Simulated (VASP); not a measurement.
Set up this calculation in VASP 6.6.1, as the native input.

```yaml
Task: single point
Functional: PBEsol
Potentials_or_basis: VASP PAW PBE potentials, release 64 (Ti_sv)
Cutoff: 520 eV
k_mesh: 12 × 12 × 14
Occupations: gaussian, width 0.15 eV
Spin: no spin polarisation
Dipole_correction: no
Further_INCAR_settings: ALGO = Fast; EDIFF = 1e-06; NBANDS = 25
```

The structure of Ti lies in POSCAR:

```
Ti
1.0
    4.4607000000      0.0000000000      0.0000000000
   -2.2303500000      3.8630795187      0.0000000000
    0.0000000000      0.0000000000      2.8263000000
Ti
3
Direct
    0.0000000000      0.0000000000      0.0000000000
    0.3333333333      0.6666666667      0.5000000000
    0.6666666667      0.3333333333      0.5000000000
```

This isn't the form of Ti at room conditions, which is hcp.

The input as run:

INCAR

```
  ALGO = Fast
  EDIFF = 1E-6
  ENCUT = 520
  GGA = PS
  ISIF = 2
  ISMEAR = 0
  LASPH = T
  LCHARG = F
  LREAL = F
  LWAVE = F
  NBANDS = 25
  NELM = 60
  PREC = Accurate
  SIGMA = 0.15
```

KPOINTS

```
k-points
0
Gamma
  12 12 14
```

Potentials or basis: VASP PAW PBE potentials, release 64 (Ti_sv).

Run with:

```sh
$ cat potpaw_PBE.64/Ti_sv/POTCAR > POTCAR
$ mpirun -np 1 vasp_std > vasp.out
```

It gave:

```json
{"Pressure": "1.4 GPa", "Band gap on the k mesh": "zero (bands 18 and 19 overlap by 0.45 eV)"}
```

Caveat: the PAW data sets were made with another functional, which shifts forces and pressure a little.

Run time: 18 min on 1 thread of Intel Xeon 8259CL, on a shared host, peak memory 0.28 GiB.
